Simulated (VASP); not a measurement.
# Bi4Te5 in VASP: single point with PBEsol

Aim: the single point of Bi4Te5 with PBEsol.

Everything below comes from runs of VASP 6.6.1. Logs are shortened: lines on timing, memory, paths and dates and some standing lists are left out, and cuts for length are marked.

### 1 The cell of the first run

The cell holds a slab with vacuum, 9 atoms: a = 4.382 Å, b = 4.382 Å, c = 31.164 Å, α = 90.00°, β = 90.00°, γ = 120.00°.

### 2 Single point, PBEsol

Contents of INCAR:

```
SYSTEM = Bi4Te5
PREC     = Accurate       ! precision mode
ENCUT    = 400            ! plane-wave cutoff, eV
EDIFF    = 1E-6           ! SCF threshold, eV
ISMEAR   = 0              ! smearing method
SIGMA    = 0.05           ! smearing width, eV
LREAL    = .FALSE.        ! projectors in reciprocal space
LASPH    = .TRUE.         ! aspherical terms in the spheres
NELM     = 120            ! most SCF steps
ALGO     = Normal         ! electronic algorithm
ISIF     = 2              ! what is computed and relaxed
LWAVE    = .FALSE.        ! write WAVECAR
LCHARG   = .FALSE.        ! write CHGCAR
LDIPOL   = .TRUE.       
IDIPOL   = 3            
DIPOL    = 0.5 0.5 0.500
GGA      = PS             ! functional
NBANDS   = 55             ! bands
GGA_COMPAT= .FALSE.      
NELMDL   = -8
```

Contents of KPOINTS:

```
regular mesh
0
G
  9 9 3
  0 0 0
```

Contents of POSCAR:

```
Bi4Te5
1.0
    4.3823071498      0.0000000000      0.0000000000
   -2.1911535749      3.7951893189      0.0000000000
    0.0000000000      0.0000000000     31.1644172190
Bi Te
4 5
Direct
    0.3333333333      0.6666666667      0.2406590807
    0.3333333333      0.6666666667      0.4353179350
    0.0000000000      0.0000000000      0.5646820650
    0.0000000000      0.0000000000      0.7593409193
    0.6666666667      0.3333333333      0.2959167852
    0.0000000000      0.0000000000      0.3800602306
    0.6666666667      0.3333333333      0.5000000000
    0.3333333333      0.6666666667      0.6199397694
    0.6666666667      0.3333333333      0.7040832148
```

Potentials or basis: VASP PAW PBE potentials, release 64 (Bi_d, Te).

The run is started by

```console
$ cat potpaw_PBE.64/Bi_d/POTCAR potpaw_PBE.64/Te/POTCAR > POTCAR
$ mpirun -np 1 vasp_std > vasp.out
```

OUTCAR:

```text
SYSTEM = Bi4Te5
   PREC = Accurate
   ENCUT = 400
   EDIFF = 1E-6
   ISMEAR = 0
   LREAL = .FALSE.
   LASPH = .TRUE.
   NELM = 120
   ISIF = 2
   GGA = PS
   NELMDL = -8

 ion  position               nearest neighbor table
   1  0.333  0.667  0.241-   5 3.06   5 3.06   5 3.06
   2  0.333  0.667  0.435-   6 3.06   6 3.06   6 3.06   7 3.23   7 3.23   7 3.23
   3  0.000  0.000  0.565-   8 3.06   8 3.06   8 3.06   7 3.23   7 3.23   7 3.23
   4  0.000  0.000  0.759-   9 3.06   9 3.06   9 3.06
   5  0.667  0.333  0.296-   1 3.06   1 3.06   1 3.06   6 3.64   6 3.64   6 3.64
   6  0.000  0.000  0.380-   2 3.06   2 3.06   2 3.06   5 3.64   5 3.64   5 3.64
   7  0.667  0.333  0.500-   2 3.23   3 3.23   2 3.23   3 3.23   3 3.23   2 3.23
   8  0.333  0.667  0.620-   3 3.06   3 3.06   3 3.06   9 3.64   9 3.64   9 3.64
   9  0.667  0.333  0.704-   4 3.06   4 3.06   4 3.06   8 3.64   8 3.64   8 3.64

  LATTYP: Found a hexagonal cell.
 ALAT       =     4.3823071498
 C/A-ratio  =     7.1114178340

  Lattice vectors:

 A1 = (   4.3823071498,   0.0000000000,   0.0000000000)
 A2 = (  -2.1911535749,   3.7951893189,   0.0000000000)
 A3 = (   0.0000000000,   0.0000000000,  31.1644172190)

Analysis of symmetry for initial positions (statically):
=====================================================================
 Subroutine PRICEL returns:
 Original cell was already a primitive cell.

 Routine SETGRP: Setting up the symmetry group for a
 hexagonal supercell.

 Subroutine GETGRP returns: Found 12 space group operations
 (whereof  6 operations were pure point group operations)
 out of a pool of 24 trial point group operations.

The static configuration has the point symmetry C_3v.
 The point group associated with its full space group is D_3d.

Analysis of symmetry for dynamics (positions and initial velocities):
=====================================================================
 Subroutine PRICEL returns:
 Original cell was already a primitive cell.

 Routine SETGRP: Setting up the symmetry group for a
 hexagonal supercell.

 Subroutine GETGRP returns: Found 12 space group operations
 (whereof  6 operations were pure point group operations)
 out of a pool of 24 trial point group operations.

The dynamic configuration has the point symmetry C_3v.
 The point group associated with its full space group is D_3d.

 Subroutine INISYM returns: Found 12 space group operations
 (whereof  6 operations are pure point group operations),
 and found     1 'primitive' translations

----------------------------------------------------------------------------------------

                                     Primitive cell

  volume of cell :     518.3168

  direct lattice vectors                    reciprocal lattice vectors
     4.382307150  0.000000000  0.000000000     0.228190304  0.131745733  0.000000000
    -2.191153575  3.795189319  0.000000000     0.000000000  0.263491467  0.000000000
     0.000000000  0.000000000 31.164417219     0.000000000  0.000000000  0.032087877

  length of vectors
     4.382307150  4.382307150 31.164417219     0.263491467  0.263491467  0.032087877

  position of ions in fractional coordinates (direct lattice)
     0.333333333  0.666666667  0.240659081
     0.333333333  0.666666667  0.435317935
     0.000000000  0.000000000  0.564682065
     0.000000000  0.000000000  0.759340919
     0.666666667  0.333333333  0.295916785
     0.000000000  0.000000000  0.380060231
     0.666666667  0.333333333  0.500000000
     0.333333333  0.666666667  0.619939769
     0.666666667  0.333333333  0.704083215

  ion indices of the primitive-cell ions
   primitive index   ion index
                 1           1
                 2           2
                 3           3
                 4           4
                 5           5
                 6           6
                 7           7
                 8           8
                 9           9

----------------------------------------------------------------------------------------

 KPOINTS: regular mesh

Automatic generation of k-mesh.
 Grid dimensions read from file:
 generate k-points for:    9    9    3

 Generating k-lattice:

  Cartesian coordinates                     Fractional coordinates (reciprocal lattice)
     0.025354478  0.014638415  0.000000000     0.111111111 -0.000000000  0.000000000
     0.000000000  0.029276830  0.000000000     0.000000000  0.111111111  0.000000000
     0.000000000  0.000000000  0.010695959     0.000000000  0.000000000  0.333333333

  Length of vectors
     0.029276830  0.029276830  0.010695959

  Shift w.r.t. Gamma in fractional coordinates (k-lattice)
     0.000000000  0.000000000  0.000000000

 Subroutine IBZKPT returns following result:
 ===========================================

 Found     31 irreducible k-points:

 Following reciprocal coordinates:
            Coordinates               Weight
  0.000000  0.000000  0.000000      1.000000
  0.111111 -0.000000  0.000000      6.000000
  0.222222  0.000000  0.000000      6.000000
  0.333333 -0.000000  0.000000      6.000000
  0.444444  0.000000  0.000000      6.000000
  0.111111  0.111111  0.000000      6.000000
[... 16 lines left out ...]
  0.222222  0.111111  0.333333     12.000000
 -0.111111  0.333333  0.333333     12.000000
 [... further k-points ...]
   k-points           NKPTS =     31   k-points in BZ     NKDIM =     31   number of bands    NBANDS=     55
   number of dos      NEDOS =    301   number of ions     NIONS =      9
   total plane-waves  NPLWV = 189000
   dimension x,y,z NGX =    30 NGY =   30 NGZ =  210
   dimension x,y,z NGXF=    60 NGYF=   60 NGZF=  420
   ions per type =               4   5
   NGX,Y,Z   is equivalent  to a cutoff of  11.38, 11.38, 11.20 a.u.
   NGXF,Y,Z  is equivalent  to a cutoff of  22.76, 22.76, 22.40 a.u.
 SYSTEM =  Bi4Te5
   PREC   = accura    normal or accurate (medium, high low for compatibility)
   ISTART =      0    job   : 0-new  1-cont  2-samecut
   ICHARG =      2    charge: 1-file 2-atom 10-const
   ISPIN  =      1    spin polarized calculation?
   LNONCOLLINEAR =      F non collinear calculations
   LSORBIT =      F    spin-orbit coupling
   LASPH  =      T    aspherical Exc in radial PAW
   ENCUT  =  400.0 eV  29.40 Ry    5.42 a.u.   7.15  7.15 50.82*2*pi/ulx,y,z
   NELM   =    120;   NELMIN=  2; NELMDL= -8     # of ELM steps
   EDIFF  = 0.1E-05   stopping-criterion for ELM
   LREAL  =      F    real-space projection
   EDIFFG = 0.1E-04   stopping-criterion for IOM
   NSW    =      0    number of steps for IOM
   IBRION =     -1    ionic relax: 0-MD 1-quasi-New 2-CG
   NFREE  =      0    steps in history (QN), initial steepest desc. (CG)
   ISIF   =      2    stress and relaxation
   ISYM   =      2    0-nonsym 1-usesym 2-fastsym
   POTIM  = 0.5000    time-step for ionic-motion
   TEBEG  =    0.0;   TEEND  =   0.0 temperature during run
   PSTRESS=    0.0 pullay stress
   NELECT =      90.0000    total number of electrons
   NUPDOWN=      -1.0000    fix difference up-down
   EMIN   =  10.00;   EMAX   =-10.00  energy-range for DOS
   EFERMI =   0.00;   METHOD = LEGACY
   ISMEAR =     0;   SIGMA  =   0.05  broadening in eV -4-tet -1-fermi 0-gaus
   EFERMI_NEDOS =   21; number of points for ismear=-14 and -15
   IALGO  =     38    algorithm
   IMIX   =      4    mixing-type and parameters
     AMIX     =   0.40;   BMIX     =  1.00
     AMIX_MAG =   1.60;   BMIX_MAG =  1.00
  volume/ion in A,a.u.               =      57.59       388.64
  Fermi-wavevector in a.u.,A,eV,Ry     =   0.913322  1.725928 11.349396  0.834157
  Thomas-Fermi vector in A             =   2.037820
   LORBIT       =      0    0 simple, 1 ext, 2 COOP (PROOUT), +10 PAW based schemes
   GGA     = PS    functional components
   LHFCALC =     F    Hartree Fock is set to
   AEXX    =    0.0000 exact exchange contribution
   IVDW    =     0    specifies the selected vdW correction
   LEPSILON=     F    determine dielectric tensor
   LRPA    =     F    only Hartree local field effects (RPA)
 non-spin polarized calculation
 Gauss-broadening in eV      SIGMA  =   0.05
  energy-cutoff  :      400.00
  volume of cell :      518.32
 maximum number of plane-waves:      9483
 NGX is ok and might be reduce to    30
   NGX = 15   NGY = 15   NGZ =101

 dipolmoment           0.000000      0.000000      0.000000 electrons x Angstroem

 number of electron      90.0000021 magnetization

 dipolmoment           0.000000      0.000000     -0.000000 electrons x Angstroem

 Free energy of the ion-electron system (eV)
  ---------------------------------------------------
  ext. energy  EPLUGINS =         0.00000000
  ---------------------------------------------------
  free energy    TOTEN  =       -34.63288390 eV

  energy without entropy =      -34.62304736  energy(sigma->0) =      -34.62796563

 E-fermi :   2.3874     XC(G=0):  -6.1438

 val. band max:        2.3859161110   @ k =   0.0000   0.4444   0.3333
 cond. band min:       2.4061129908   @ k =   0.4444   0.1111   0.3333
 fundamental gap:      0.0201968798
 Fermi energy:         2.3873638059

 k-point     1 :       0.0000    0.0000    0.0000
  band No.  band energies     occupation
      1     -21.1537      2.00000
      2     -21.1537      2.00000
      3     -21.1521      2.00000
      4     -21.1521      2.00000
      5     -21.1424      2.00000
      6     -21.1410      2.00000
[... 47 lines left out ...]
     54       3.7046      0.00000
     55       3.8781      0.00000

 k-point     2 :       0.1111   -0.0000    0.0000
  band No.  band energies     occupation
      1     -21.1549      2.00000
      2     -21.1531      2.00000
      3     -21.1525      2.00000
      4     -21.1509      2.00000
      5     -21.1416      2.00000
      6     -21.1403      2.00000
[... 1268 lines left out ...]
 k-point    24 :      -0.1111    0.3333    0.3333
  band No.  band energies     occupation
      1     -21.1596      2.00000
      2     -21.1575      2.00000
      3     -21.1497      2.00000
      4     -21.1483      2.00000
      5     -21.1418      2.00000
      6     -21.1398      2.00000
[... 47 lines left out ...]
     54       4.4895      0.00000
     55       5.1226      0.00000

 [... further k-points ...]

------------------------ aborting loop because EDIFF is reached ----------------------------------------

 vacuum level on the upper side and lower side of the slab       (xc-potential included)         0.001         0.001

  FORCE on cell =-STRESS in cart. coord.  units (eV):
  Direction    XX          YY          ZZ          XY          YZ          ZX
  --------------------------------------------------------------------------------------
  -------------------------------------------------------------------------------------
  Total       -1.9551281     -1.9551281     -3.1229434      0.0000000      0.0000000      0.0000000
  in kB       -6.0435280     -6.0435280     -9.6533807      0.0000000      0.0000000      0.0000000
  external PRESSURE =      -7.2468122 kB  Pullay stress =       0.0000000 kB

 VOLUME and BASIS-vectors are now :
 -----------------------------------------------------------------------------
  energy-cutoff  :      400.00
  volume of cell :      518.32
      direct lattice vectors                 reciprocal lattice vectors
     4.382307150  0.000000000  0.000000000     0.228190304  0.131745733  0.000000000
    -2.191153575  3.795189319  0.000000000     0.000000000  0.263491467  0.000000000
     0.000000000  0.000000000 31.164417219     0.000000000  0.000000000  0.032087877

 POSITION                                       TOTAL-FORCE (eV/Angst)
 -----------------------------------------------------------------------------------
     -0.00000      2.53013      7.50000        -0.000000     -0.000000      0.606107
     -0.00000      2.53013     13.56643         0.000000      0.000000      0.133921
      0.00000      0.00000     17.59799        -0.000000     -0.000000     -0.133921
      0.00000      0.00000     23.66442         0.000000     -0.000000     -0.606107
      2.19115      1.26506      9.22207         0.000000     -0.000000     -0.412919
      0.00000      0.00000     11.84436         0.000000      0.000000     -0.276216
      2.19115      1.26506     15.58221        -0.000000     -0.000000     -0.000000
     -0.00000      2.53013     19.32006        -0.000000     -0.000000      0.276216
      2.19115      1.26506     21.94234        -0.000000      0.000000      0.412919
 -----------------------------------------------------------------------------------
    total drift:                                0.000000     -0.000000      0.000000

  FREE ENERGIE OF THE ION-ELECTRON SYSTEM (eV)
  ---------------------------------------------------
  free  energy   TOTEN  =       -34.6328839002 eV

  energy  without entropy=      -34.6230473573  energy(sigma->0) =      -34.62796563

 vacuum level on the upper side and lower side of the slab         6.164         6.164
```

Run time: 42 min. Hardware: 1 thread of Intel Xeon 8259CL, shared host; peak memory 0.74 GiB.

Results:

```yaml
Free_energy: -34.6329 eV
Largest_force: 0.606 eV/Å
Band_gap_on_the_k_mesh: zero (bands 45 and 46 overlap by 0.40 eV)
```

Forces in eV/Å, atoms in the order of the input:
```
Bi   0.000  0.000  0.606
Bi   0.000  0.000  0.134
Bi   0.000  0.000 -0.134
Bi   0.000  0.000 -0.606
Te   0.000  0.000 -0.413
Te   0.000  0.000 -0.276
Te   0.000  0.000  0.000
Te   0.000  0.000  0.276
Te   0.000  0.000  0.413
```

Levels at points of the mesh, in eV from the Fermi level:
| k point | band 41 | band 42 | band 43 | band 44 | band 45 | band 46 | band 47 | band 48 | band 49 | band 50 |
| --- | --- | --- | --- | --- | --- | --- | --- | --- | --- | --- |
| (0.00, 0.00, 0.00) | -1.50 | -1.50 | -1.23 | -1.15 | -0.54 | -0.26 | 0.15 | 0.29 | 0.29 | 0.75 |

Caveat: the PAW data sets were made with another functional, which shifts forces and pressure a little; spin-orbit coupling is left out, which moves the levels of the heavy elements.
